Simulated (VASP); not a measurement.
# Si16Ge (a cell with a defect) in VASP: a series of runs, part 2 of 2

VASP 6.6.1. The steps go on from the part before.

## Step 4: Single point, PBE+D3(BJ)

INCAR reads:

```
SYSTEM = Si16Ge
PREC = Accurate
ENCUT = 520
EDIFF = 1E-7
ISMEAR = 0
SIGMA = 0.02
LREAL = Auto
LASPH = .True.
NELM = 80
ALGO = Normal
ISIF = 2
LWAVE = .False.
LCHARG = .True.
GGA = PE
IVDW = 12
LELF = .True.
LVHAR = .True.
NBANDS = 53
```

KPOINTS reads:

```
Automatic mesh
0
Gamma
  2 2 2
  0 0 0
```

POSCAR reads:

```
Si16Ge
1.0
    0.0000000000      5.4300000000      5.4300000000
    5.4300000000      0.0000000000      5.4300000000
    5.4300000000      5.4300000000      0.0000000000
Si Ge
16 1
Direct
   -0.0028714549      0.0031259669      0.0026307551
    0.1274537753      0.1241174954      0.1235475138
   -0.0051165746      0.0053692449      0.4943077348
    0.1226772560      0.1368908840      0.6172652855
   -0.0048899632      0.4950229282      0.0046488950
    0.1231808471      0.6177685083      0.1363865562
    0.0001741252      0.5000864641      0.4995792818
    0.1178539595      0.6230948435      0.6220871087
    0.5001572744      0.0000723757     -0.0003736648
    0.6248949355      0.1240516575      0.1236129834
    0.5052400552      0.0051564457      0.4945214549
    0.6241220074      0.1247848066      0.6269205341
    0.5054456722      0.4948093923      0.0048622468
    0.6242036832      0.6273686924      0.1243033149
    0.5032245856      0.4970227440      0.4965413444
    0.6369777164      0.6225920810      0.6225898711
    0.2501729282      0.7500858195      0.7495819521
```

Potentials or basis: VASP PAW PBE potentials, release 64 (Si, Ge_d).

Launch:

```sh
cat potpaw_PBE.64/Si/POTCAR potpaw_PBE.64/Ge_d/POTCAR > POTCAR
mpirun -np 1 vasp_std > vasp.out
```

OUTCAR:

```text
SYSTEM = Si16Ge
   PREC = Accurate
   ENCUT = 520
   EDIFF = 1E-7
   ISMEAR = 0
   LREAL = Auto
   LASPH = .True.
   NELM = 80
   ISIF = 2
   GGA = PE
   IVDW = 12
 IVDW          = 12

 ion  position               nearest neighbor table
   1  0.997  0.003  0.003-   2 2.33  10 2.33   6 2.42   4 2.42  17 2.75
   2  0.127  0.124  0.124-   3 2.33   5 2.33   1 2.33   9 2.34
   3  0.995  0.005  0.494-   2 2.33  12 2.33   4 2.40   8 2.40  17 2.77
   4  0.123  0.137  0.617-   7 2.28   3 2.40  11 2.40   1 2.42  17 2.43
   5  0.995  0.495  0.005-   2 2.33  14 2.33   6 2.40   8 2.40  17 2.77
   6  0.123  0.618  0.136-   7 2.28  13 2.40   5 2.40   1 2.42  17 2.43
   7  0.000  0.500  0.500-   6 2.28   4 2.28   8 2.28  16 2.28
   8  0.118  0.623  0.622-   7 2.28   3 2.40   5 2.40  15 2.42  17 2.43
   9  0.500  0.000  1.000-   2 2.34  10 2.34  14 2.34  12 2.34
  10  0.625  0.124  0.124-  13 2.33  11 2.33   1 2.33   9 2.34
  11  0.505  0.005  0.495-  10 2.33  12 2.33   4 2.40  16 2.40  17 2.77
  12  0.624  0.125  0.627-   3 2.33  11 2.33  15 2.33   9 2.34
  13  0.505  0.495  0.005-  10 2.33  14 2.33   6 2.40  16 2.40  17 2.77
  14  0.624  0.627  0.124-  13 2.33   5 2.33  15 2.33   9 2.34
  15  0.503  0.497  0.497-  14 2.33  12 2.33   8 2.42  16 2.42  17 2.75
  16  0.637  0.623  0.623-   7 2.28  13 2.40  11 2.40  15 2.42  17 2.43
  17  0.250  0.750  0.750-   6 2.43  16 2.43   8 2.43   4 2.43   1 2.75  15 2.75   5 2.77  11 2.77
                            13 2.77   3 2.77

  LATTYP: Found a face centered cubic cell.
 ALAT       =    10.8600000000

  Lattice vectors:

 A1 = (   0.0000000000,   5.4300000000,   5.4300000000)
 A2 = (   5.4300000000,   0.0000000000,   5.4300000000)
 A3 = (   5.4300000000,   5.4300000000,   0.0000000000)

Analysis of symmetry for initial positions (statically):
=====================================================================
 Subroutine PRICEL returns:
 Original cell was already a primitive cell.

 Routine SETGRP: Setting up the symmetry group for a
 face centered cubic supercell.

 Subroutine GETGRP returns: Found  1 space group operations
 (whereof  1 operations were pure point group operations)
 out of a pool of 48 trial point group operations.

The static configuration has the point symmetry C_1 .

Analysis of symmetry for dynamics (positions and initial velocities):
=====================================================================
 Subroutine PRICEL returns:
 Original cell was already a primitive cell.

 Routine SETGRP: Setting up the symmetry group for a
 face centered cubic supercell.

 Subroutine GETGRP returns: Found  1 space group operations
 (whereof  1 operations were pure point group operations)
 out of a pool of 48 trial point group operations.

The dynamic configuration has the point symmetry C_1 .

 Subroutine INISYM returns: Found  1 space group operations
 (whereof  1 operations are pure point group operations),
 and found     1 'primitive' translations

----------------------------------------------------------------------------------------

                                     Primitive cell

  volume of cell :     320.2060

  direct lattice vectors                    reciprocal lattice vectors
     0.000000000  5.430000000  5.430000000    -0.092081031  0.092081031  0.092081031
[... 79 lines left out ...]
  0.000000  0.500000  0.500000      1.000000
  0.500000  0.000000  0.500000      1.000000
   k-points           NKPTS =      8   k-points in BZ     NKDIM =      8   number of bands    NBANDS=     53
   number of dos      NEDOS =    301   number of ions     NIONS =     17
   total plane-waves  NPLWV = 216000
   dimension x,y,z NGX =    60 NGY =   60 NGZ =   60
   dimension x,y,z NGXF=   120 NGYF=  120 NGZF=  120
   ions per type =              16   1
   NGX,Y,Z   is equivalent  to a cutoff of  12.99, 12.99, 12.99 a.u.
   NGXF,Y,Z  is equivalent  to a cutoff of  25.98, 25.98, 25.98 a.u.
 SYSTEM =  Si16Ge
   PREC   = accura    normal or accurate (medium, high low for compatibility)
   ISTART =      0    job   : 0-new  1-cont  2-samecut
   ICHARG =      2    charge: 1-file 2-atom 10-const
   ISPIN  =      1    spin polarized calculation?
   LNONCOLLINEAR =      F non collinear calculations
   LSORBIT =      F    spin-orbit coupling
   LASPH  =      T    aspherical Exc in radial PAW
   ENCUT  =  520.0 eV  38.22 Ry    6.18 a.u.  14.28 14.28 14.28*2*pi/ulx,y,z
   NELM   =     80;   NELMIN=  2; NELMDL= -5     # of ELM steps
   EDIFF  = 0.1E-06   stopping-criterion for ELM
   LREAL  =      T    real-space projection
   EDIFFG = 0.1E-05   stopping-criterion for IOM
   NSW    =      0    number of steps for IOM
   IBRION =     -1    ionic relax: 0-MD 1-quasi-New 2-CG
   NFREE  =      0    steps in history (QN), initial steepest desc. (CG)
   ISIF   =      2    stress and relaxation
   ISYM   =      2    0-nonsym 1-usesym 2-fastsym
   POTIM  = 0.5000    time-step for ionic-motion
   TEBEG  =    0.0;   TEEND  =   0.0 temperature during run
   PSTRESS=    0.0 pullay stress
   NELECT =      78.0000    total number of electrons
   NUPDOWN=      -1.0000    fix difference up-down
   EMIN   =  10.00;   EMAX   =-10.00  energy-range for DOS
   EFERMI =   0.00;   METHOD = LEGACY
   ISMEAR =     0;   SIGMA  =   0.02  broadening in eV -4-tet -1-fermi 0-gaus
   EFERMI_NEDOS =   21; number of points for ismear=-14 and -15
   IALGO  =     38    algorithm
   IMIX   =      4    mixing-type and parameters
     AMIX     =   0.40;   BMIX     =  1.00
     AMIX_MAG =   1.60;   BMIX_MAG =  1.00
  volume/ion in A,a.u.               =      18.84       127.11
  Fermi-wavevector in a.u.,A,eV,Ry     =   1.022421  1.932096 14.222785  1.045345
  Thomas-Fermi vector in A             =   2.156100
   LORBIT       =      0    0 simple, 1 ext, 2 COOP (PROOUT), +10 PAW based schemes
   GGA     = PE    functional components
   LHFCALC =     F    Hartree Fock is set to
   AEXX    =    0.0000 exact exchange contribution
   IVDW    =    12    specifies the selected vdW correction
   LEPSILON=     F    determine dielectric tensor
   LRPA    =     F    only Hartree local field effects (RPA)
 non-spin polarized calculation
 Gauss-broadening in eV      SIGMA  =   0.02
  energy-cutoff  :      520.00
  volume of cell :      320.21
 maximum number of plane-waves:      8646
 NGX is ok and might be reduce to    60
   NGX = 29   NGY = 29   NGZ = 29

 number of electron      77.9999997 magnetization

 Free energy of the ion-electron system (eV)
  ---------------------------------------------------
  ext. energy  EPLUGINS =         0.00000000
  ---------------------------------------------------
  free energy    TOTEN  =       -86.69304592 eV

  energy without entropy =      -86.69279203  energy(sigma->0) =      -86.69291897

 E-fermi :   6.9454     XC(G=0):  -9.7502

 val. band max:        6.9139274458   @ k =   0.0000   0.0000   0.0000
 cond. band min:       6.9807506464   @ k =   0.0000   0.0000   0.0000
 fundamental gap:      0.0668232006
 Fermi energy:         6.9453771091

 k-point     1 :       0.0000    0.0000    0.0000
  band No.  band energies     occupation
      1     -18.2674      2.00000
      2     -18.2673      2.00000
      3     -18.2667      2.00000
      4     -18.2549      2.00000
      5     -18.2519      2.00000
      6      -6.5244      2.00000
[... 421 lines left out ...]
     50      10.3155      0.00000
     51      10.3397      0.00000
 [bands above 51 left out]

------------------------ aborting loop because EDIFF is reached ----------------------------------------

 Edisp (eV)   -5.66649

 E8    (eV) :    -2.3554

  FORCE on cell =-STRESS in cart. coord.  units (eV):
  Direction    XX          YY          ZZ          XY          YZ          ZX
  --------------------------------------------------------------------------------------
  -------------------------------------------------------------------------------------
  Total       6.77900     7.69184     7.60455     0.00016     0.00073    -0.00024
  in kB      33.91930    38.48676    38.04997     0.00078     0.00364    -0.00119
  external pressure =       36.82 kB  Pullay stress =        0.00 kB

 VOLUME and BASIS-vectors are now :
 -----------------------------------------------------------------------------
  energy-cutoff  :      520.00
  volume of cell :      320.21
      direct lattice vectors                 reciprocal lattice vectors
     0.000000000  5.430000000  5.430000000    -0.092081031  0.092081031  0.092081031
     5.430000000  0.000000000  5.430000000     0.092081031 -0.092081031  0.092081031
     5.430000000  5.430000000  0.000000000     0.092081031  0.092081031 -0.092081031

 POSITION                                       TOTAL-FORCE (eV/Angst)
 -----------------------------------------------------------------------------------
      0.03126      5.42869      5.43138         0.000192     -0.000766      0.000562
      1.34482      1.36294      1.36603         0.000960     -0.002082     -0.001523
      2.71325      8.08631      5.43137         0.000173      0.000242     -0.000235
      4.09507      4.01789      1.40946         0.002427      0.002953     -0.000407
      2.71322      5.42869      8.09142        -0.000033     -0.000276     -0.001298
      4.09506      1.40945      4.02335         0.003239     -0.002473      0.000672
[... 9 lines left out ...]
      6.76134      6.83945      6.83946        -0.002687     -0.002606     -0.000486
      8.14320      5.42867      5.43141        -0.000571     -0.000586      0.000507
 -----------------------------------------------------------------------------------
    total drift:                                0.000381      0.002777     -0.000715

  FREE ENERGIE OF THE ION-ELECTRON SYSTEM (eV)
  ---------------------------------------------------
  free  energy   TOTEN  =       -92.3595367418 eV

  energy  without entropy=      -92.3592828489  energy(sigma->0) =      -92.35940980
```

Run time: 2.4 min. Hardware: 1 thread of Intel Xeon 6975P-C (Granite Rapids), shared host; peak memory 0.48 GiB.

What came out:

| Property | Result |
| --- | --- |
| Free energy | -92.3595 eV |
| Pressure | 3.7 GPa |
| Largest force | 0.005 eV/Å |
| Band gap on the k mesh | zero (band 39 reaches 7.00 eV, above the bottom of band 40 at 6.67 eV) |
| Dispersion energy per atom | -0.333 eV |

Forces in eV/Å, atoms in the order of the input:
```
Si   0.000 -0.001  0.001
Si   0.001 -0.002 -0.002
Si   0.000  0.000  0.000
Si   0.002  0.003  0.000
Si   0.000  0.000 -0.001
Si   0.003 -0.002  0.001
Si   0.001  0.001 -0.001
Si  -0.002  0.003  0.001
Si   0.001  0.000  0.000
Si   0.001  0.003  0.001
Si   0.000  0.000  0.000
Si  -0.002 -0.003  0.003
Si   0.000  0.000  0.000
Si  -0.001  0.003 -0.002
Si  -0.001 -0.001  0.001
Si  -0.003 -0.003  0.000
Ge  -0.001 -0.001  0.001
```

Caveat: the k points lie up to 0.50 Å⁻¹ apart.
